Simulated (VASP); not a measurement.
# ZnS (Fm-3m) in VASP: single point with HSE06

Aim: the single point of ZnS with HSE06.

All numbers are computed with VASP 6.6.1; they aren't measurements. Logs are shortened: lines on timing, memory, paths and dates and some standing lists are left out, and cuts for length are marked.

### 1 The cell of the first run

The structure is cubic, space group Fm-3m (No. 225). Conventional cell: a = 5.062 Å, b = 5.062 Å, c = 5.062 Å, α = 90.00°, β = 90.00°, γ = 90.00°. Within 3.3 Å of Zn (site symmetry m-3m) lie 6 S at 2.53 Å. Within 3.3 Å of S (site symmetry m-3m) lie 6 Zn at 2.53 Å.

### 2 Single point, HSE06

Contents of POSCAR:

```
ZnS
1.0
    0.0000000000      2.5310224672      2.5310224672
    2.5310224672      0.0000000000      2.5310224672
    2.5310224672      2.5310224672      0.0000000000
Zn S
1 1
Direct
    0.0000000000      0.0000000000      0.0000000000
    0.5000000000      0.5000000000      0.5000000000
```

Contents of INCAR.step1:

```
ALGO = Normal
EDIFF = 1E-5
ENCUT = 520
GGA = PE
ISIF = 2
ISMEAR = -1
LASPH = True
LCHARG = False
LREAL = False
LWAVE = True
NBANDS = 16
NELM = 100
PREC = Accurate
SIGMA = 0.02
```

Contents of INCAR.step2:

```
ALGO = Normal
EDIFF = 1E-6
ENCUT = 520
GGA = PE
HFSCREEN = 0.2079
ISIF = 2
ISMEAR = -1
ISTART = 1
LASPH = True
LCHARG = False
LHFCALC = True
LREAL = False
LWAVE = False
NBANDS = 16
NELM = 100
PREC = Accurate
PRECFOCK = Normal
SIGMA = 0.02
```

Contents of KPOINTS:

```
k-points
0
Gamma
  6 6 6
```

Potentials or basis: VASP PAW PBE potentials, release 64 (Zn, S).

On the command line:

```
$ cat potpaw_PBE.64/Zn/POTCAR potpaw_PBE.64/S/POTCAR > POTCAR
$ cp INCAR.step1 INCAR
$ mpirun -np 1 vasp_std > vasp.out
$ cp INCAR.step2 INCAR
$ mpirun -np 1 vasp_std > vasp.out
```

OUTCAR:

```text
EDIFF = 1E-6
   ENCUT = 520
   GGA = PE
   HFSCREEN = 0.2079
   ISIF = 2
   ISMEAR = -1
   ISTART = 1
   LASPH = True
   LHFCALC = True
   LREAL = False
   NELM = 100
   PREC = Accurate
   PRECFOCK = Normal

 ion  position               nearest neighbor table
   1  0.000  0.000  0.000-   2 2.53   2 2.53   2 2.53   2 2.53   2 2.53   2 2.53
   2  0.500  0.500  0.500-   1 2.53   1 2.53   1 2.53   1 2.53   1 2.53   1 2.53

  LATTYP: Found a face centered cubic cell.
 ALAT       =     5.0620449344

  Lattice vectors:

 A1 = (   0.0000000000,   2.5310224672,   2.5310224672)
 A2 = (   2.5310224672,   0.0000000000,   2.5310224672)
 A3 = (   2.5310224672,   2.5310224672,   0.0000000000)

Analysis of symmetry for initial positions (statically):
=====================================================================
 Subroutine PRICEL returns:
 Original cell was already a primitive cell.

 Routine SETGRP: Setting up the symmetry group for a
 face centered cubic supercell.

 Subroutine GETGRP returns: Found 48 space group operations
 (whereof 48 operations were pure point group operations)
 out of a pool of 48 trial point group operations.

The static configuration has the point symmetry O_h .

Analysis of symmetry for dynamics (positions and initial velocities):
=====================================================================
 Subroutine PRICEL returns:
 Original cell was already a primitive cell.

 Routine SETGRP: Setting up the symmetry group for a
 face centered cubic supercell.

 Subroutine GETGRP returns: Found 48 space group operations
 (whereof 48 operations were pure point group operations)
 out of a pool of 48 trial point group operations.

The dynamic configuration has the point symmetry O_h .

 Subroutine INISYM returns: Found 48 space group operations
 (whereof 48 operations are pure point group operations),
 and found     1 'primitive' translations

----------------------------------------------------------------------------------------

                                     Primitive cell

  volume of cell :      32.4278

  direct lattice vectors                    reciprocal lattice vectors
     0.000000000  2.531022467  2.531022467    -0.197548622  0.197548622  0.197548622
     2.531022467  0.000000000  2.531022467     0.197548622 -0.197548622  0.197548622
     2.531022467  2.531022467  0.000000000     0.197548622  0.197548622 -0.197548622

  length of vectors
     3.579406300  3.579406300  3.579406300     0.342164250  0.342164250  0.342164250

  position of ions in fractional coordinates (direct lattice)
     0.000000000  0.000000000  0.000000000
     0.500000000  0.500000000  0.500000000

  ion indices of the primitive-cell ions
   primitive index   ion index
                 1           1
                 2           2

----------------------------------------------------------------------------------------

 KPOINTS: k-points

Automatic generation of k-mesh.
 Grid dimensions read from file:
 generate k-points for:    6    6    6

 Generating k-lattice:

  Cartesian coordinates                     Fractional coordinates (reciprocal lattice)
    -0.032924770  0.032924770  0.032924770     0.166666667  0.000000000  0.000000000
     0.032924770 -0.032924770  0.032924770     0.000000000  0.166666667  0.000000000
     0.032924770  0.032924770 -0.032924770     0.000000000  0.000000000  0.166666667

  Length of vectors
     0.057027375  0.057027375  0.057027375

  Shift w.r.t. Gamma in fractional coordinates (k-lattice)
     0.000000000  0.000000000  0.000000000

 Subroutine IBZKPT returns following result:
 ===========================================

 Found     16 irreducible k-points:

 Following reciprocal coordinates:
            Coordinates               Weight
  0.000000  0.000000  0.000000      1.000000
  0.166667  0.000000  0.000000      8.000000
  0.333333  0.000000  0.000000      8.000000
  0.500000  0.000000  0.000000      4.000000
  0.166667  0.166667  0.000000      6.000000
  0.333333  0.166667  0.000000     24.000000
[... 8 lines left out ...]
 -0.333333  0.333333  0.166667     24.000000
 -0.333333  0.500000  0.166667     12.000000
   k-points           NKPTS =     16   k-points in BZ     NKDIM =    216   number of bands    NBANDS=     16
   number of dos      NEDOS =    301   number of ions     NIONS =      2
   total plane-waves  NPLWV =  21952
   dimension x,y,z NGX =    28 NGY =   28 NGZ =   28
   dimension x,y,z NGXF=    56 NGYF=   56 NGZF=   56
   ions per type =               1   1
   NGX,Y,Z   is equivalent  to a cutoff of  13.00, 13.00, 13.00 a.u.
   NGXF,Y,Z  is equivalent  to a cutoff of  26.01, 26.01, 26.01 a.u.
 SYSTEM =  unknown system
   PREC   = accura    normal or accurate (medium, high low for compatibility)
   ISTART =      1    job   : 0-new  1-cont  2-samecut
   ICHARG =      0    charge: 1-file 2-atom 10-const
   ISPIN  =      1    spin polarized calculation?
   LNONCOLLINEAR =      F non collinear calculations
   LSORBIT =      F    spin-orbit coupling
   LASPH  =      T    aspherical Exc in radial PAW
   ENCUT  =  520.0 eV  38.22 Ry    6.18 a.u.   6.66  6.66  6.66*2*pi/ulx,y,z
   NELM   =    100;   NELMIN=  2; NELMDL=  0     # of ELM steps
   EDIFF  = 0.1E-05   stopping-criterion for ELM
   LREAL  =      F    real-space projection
   EDIFFG = 0.1E-04   stopping-criterion for IOM
   NSW    =      0    number of steps for IOM
   IBRION =     -1    ionic relax: 0-MD 1-quasi-New 2-CG
   NFREE  =      0    steps in history (QN), initial steepest desc. (CG)
   ISIF   =      2    stress and relaxation
   ISYM   =      3    0-nonsym 1-usesym 2-fastsym
   POTIM  = 0.5000    time-step for ionic-motion
   TEBEG  =    0.0;   TEEND  =   0.0 temperature during run
   PSTRESS=    0.0 pullay stress
   NELECT =      18.0000    total number of electrons
   NUPDOWN=      -1.0000    fix difference up-down
   EMIN   =  10.00;   EMAX   =-10.00  energy-range for DOS
   EFERMI =   0.00;   METHOD = LEGACY
   ISMEAR =    -1;   SIGMA  =   0.02  broadening in eV -4-tet -1-fermi 0-gaus
   EFERMI_NEDOS =   21; number of points for ismear=-14 and -15
   IALGO  =     38    algorithm
   IMIX   =      1    mixing-type and parameters
     AMIX     =   0.40;   BMIX     =  1.00
     AMIX_MAG =   1.60;   BMIX_MAG =  1.00
  volume/ion in A,a.u.               =      16.21       109.42
  Fermi-wavevector in a.u.,A,eV,Ry     =   1.345426  2.542486 24.628856  1.810170
  Thomas-Fermi vector in A             =   2.473339
   LORBIT       =      0    0 simple, 1 ext, 2 COOP (PROOUT), +10 PAW based schemes
   GGA     = PE    functional components
   LHFCALC =     T    Hartree Fock is set to
   PRECFOCK=normal    Normal, Fast or Accurate (Low or Medium for compatibility)
   ENCUT4O =  -1.0   cutoff for four orbital integrals eV
   NKREDX  =     1    reduce k-point grid by
   NKREDY  =     1    reduce k-point grid by
   NKREDZ  =     1    reduce k-point grid by
   AEXX    =    0.2500 exact exchange contribution
   HFSCREEN=    0.2079 screening length (either q_TF or 0.3 A-1)
   HFSCREENC=   0.2079 screening length for correlation (either q_TF or 0.3 A-1)
   ENCUTFOCK=  -1.0 apply spherical cutoff to Coloumb kernel
   IVDW    =     0    specifies the selected vdW correction
   LEPSILON=     F    determine dielectric tensor
   LRPA    =     F    only Hartree local field effects (RPA)
 non-spin polarized calculation
  energy-cutoff  :      520.00
  volume of cell :       32.43
 maximum number of plane-waves:       893
 NGX is ok and might be reduce to    28
  NGX = 20; NGY = 20; NGZ = 20

 number of electron      18.0000013 magnetization

 Free energy of the ion-electron system (eV)
  ---------------------------------------------------
  ext. energy  EPLUGINS =         0.00000000
  ---------------------------------------------------
  free energy    TOTEN  =        -7.72226681 eV

  energy without entropy =       -7.72226681  energy(sigma->0) =       -7.72226681

 E-fermi :   3.7950     XC(G=0):  -8.9814

 val. band max:        3.4312308215   @ k =  -0.1667   0.1667   0.0000
 cond. band min:       4.1320082116   @ k =   0.5000   0.5000   0.0000
 fundamental gap:      0.7007773900
 Fermi energy:         3.7949902760

 k-point     1 :       0.0000    0.0000    0.0000
  band No.  band energies     occupation
      1     -11.8438      2.00000
      2      -4.6509      2.00000
      3      -4.6509      2.00000
      4      -4.5996      2.00000
      5      -4.5996      2.00000
      6      -4.5996      2.00000
[... 8 lines left out ...]
     15      16.7568      0.00000
     16      16.7568      0.00000

 k-point     2 :       0.1667    0.0000    0.0000
  band No.  band energies     occupation
      1     -11.4871      2.00000
      2      -4.7207      2.00000
      3      -4.7207      2.00000
      4      -4.6349      2.00000
      5      -4.5652      2.00000
      6      -4.5652      2.00000
[... 8 lines left out ...]
     15      14.9934      0.00000
     16      16.2349      0.00000

 k-point     3 :       0.3333    0.0000    0.0000
  band No.  band energies     occupation
      1     -10.5871      2.00000
      2      -4.8648      2.00000
      3      -4.8648      2.00000
      4      -4.8133      2.00000
      5      -4.4863      2.00000
      6      -4.4863      2.00000
[... 8 lines left out ...]
     15      17.0221      0.00000
     16      17.0221      0.00000

 k-point     4 :       0.5000    0.0000    0.0000
  band No.  band energies     occupation
      1      -9.9606      2.00000
      2      -5.1002      2.00000
      3      -4.9351      2.00000
      4      -4.9351      2.00000
      5      -4.4458      2.00000
      6      -4.4458      2.00000
[... 8 lines left out ...]
     15      19.1929      0.00000
     16      19.1929      0.00000
[... 172 lines left out ...]
 k-point    14 :       0.5000    0.3333    0.1667
  band No.  band energies     occupation
      1     -10.0862      2.00000
      2      -4.8264      2.00000
      3      -4.7858      2.00000
      4      -4.6848      2.00000
      5      -4.4586      2.00000
      6      -4.3944      2.00000
[... 8 lines left out ...]
     15      20.3134      0.00000
     16      21.1795      0.00000

 k-point    15 :      -0.3333    0.3333    0.1667
  band No.  band energies     occupation
      1      -9.7359      2.00000
      2      -4.8588      2.00000
      3      -4.7097      2.00000
      4      -4.6680      2.00000
      5      -4.4215      2.00000
      6      -4.2728      2.00000
[... 8 lines left out ...]
     15      18.6363      0.00000
     16      21.2160      0.00000

 k-point    16 :      -0.3333    0.5000    0.1667
  band No.  band energies     occupation
      1      -9.7011      2.00000
      2      -4.7421      2.00000
      3      -4.7005      2.00000
      4      -4.5494      2.00000
      5      -4.3929      2.00000
      6      -3.9903      2.00000
[... 8 lines left out ...]
     15      20.3133      0.00000
     16      21.1598      0.00000

------------------------ aborting loop because EDIFF is reached ----------------------------------------

  FORCE on cell =-STRESS in cart. coord.  units (eV):
  Direction    XX          YY          ZZ          XY          YZ          ZX
  --------------------------------------------------------------------------------------
  -------------------------------------------------------------------------------------
  Total        0.2122171      0.2122171      0.2122171      0.0000000      0.0000000      0.0000000
  in kB       10.4851098     10.4851098     10.4851098      0.0000000      0.0000000      0.0000000
  external PRESSURE =      10.4851098 kB  Pullay stress =       0.0000000 kB

 VOLUME and BASIS-vectors are now :
 -----------------------------------------------------------------------------
  energy-cutoff  :      520.00
  volume of cell :       32.43
      direct lattice vectors                 reciprocal lattice vectors
     0.000000000  2.531022467  2.531022467    -0.197548622  0.197548622  0.197548622
     2.531022467  0.000000000  2.531022467     0.197548622 -0.197548622  0.197548622
     2.531022467  2.531022467  0.000000000     0.197548622  0.197548622 -0.197548622

 POSITION                                       TOTAL-FORCE (eV/Angst)
 -----------------------------------------------------------------------------------
      0.00000      0.00000      0.00000        -0.000000     -0.000000     -0.000000
      2.53102      2.53102      2.53102         0.000000      0.000000      0.000000
 -----------------------------------------------------------------------------------
    total drift:                               -0.000000     -0.000000     -0.000000

  FREE ENERGIE OF THE ION-ELECTRON SYSTEM (eV)
  ---------------------------------------------------
  free  energy   TOTEN  =        -7.7222668138 eV

  energy  without entropy=       -7.7222668128  energy(sigma->0) =       -7.72226681
```

It took 50 min on 1 thread of Intel Xeon 8259CL, shared host; peak memory 0.28 GiB.

Results:

```
Free energy            : -7.7223 eV
Pressure               : 1.0 GPa
Band gap on the k mesh : 0.70 eV (least direct gap 3.42 eV)
```

Caveat: the structure was generated, so it needn't be the stable form of ZnS; the PAW data sets were made with another functional, which shifts forces and pressure a little. A k mesh can miss the band edges.
